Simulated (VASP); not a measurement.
# Mg3BeS: single point with PBE

Mg3BeS:

```
Mg Be S
1.0
     3.99038    0.00000    0.00000
    -1.99519    3.45577    0.00000
     0.00000    0.00000    7.07933
Mg Be S
3 1 1
Direct
  0.66667 0.33333 0.28348
  0.66667 0.33333 0.71652
  0.00000 0.00000 0.00000
  0.33333 0.66667 0.00000
  0.00000 0.00000 0.50000
```

The cell was built from a structure type or drawn by symmetry, and may not be a known phase.

```json
{
 "Program": "VASP 6.6.1",
 "Task": "single point",
 "Functional": "PBE",
 "Potentials or basis": "VASP PAW PBE potentials, release 64 (Mg, Be, S)",
 "Cutoff": "520 eV",
 "k mesh": "6 × 6 × 4",
 "Occupations": "gaussian, width 0.1 eV",
 "Spin": "no spin polarisation"
}
```

```yaml
Pressure: -0.2 GPa
Largest_force: 0.028 eV/Å
Band_gap_on_the_k_mesh: zero (bands 7 and 8 overlap by 2.34 eV)
```

Forces in eV/Å, atoms in the order of the input:
```
Mg   0.000  0.000 -0.028
Mg   0.000  0.000  0.028
Mg   0.000  0.000  0.000
Be   0.000  0.000  0.000
S    0.000  0.000  0.000
```

Stress tensor (GPa, compression positive):
```
-0.31  0.00  0.00
 0.00 -0.31  0.00
 0.00  0.00 -0.05
```

Levels at points of the mesh, in eV from the Fermi level:
```csv
k point,band 4,band 5,band 6,band 7,band 8,band 9,band 10,band 11
"(0.00, 0.00, 0.00)",-2.07,-2.07,-0.17,1.13,2.30,2.30,4.18,5.16
"(0.50, 0.00, 0.00)",-3.40,-3.12,-2.72,-0.66,0.88,2.12,2.28,3.68
"(0.00, 0.00, 0.50)",-2.62,-2.06,-2.06,1.98,2.31,2.31,4.98,4.98
"(0.50, 0.00, 0.50)",-3.68,-2.70,-1.95,0.00,0.69,1.05,2.92,2.98
```

It took 41 s on 1 thread of Intel Xeon 8259CL, on a shared host, peak memory 0.22 GiB.
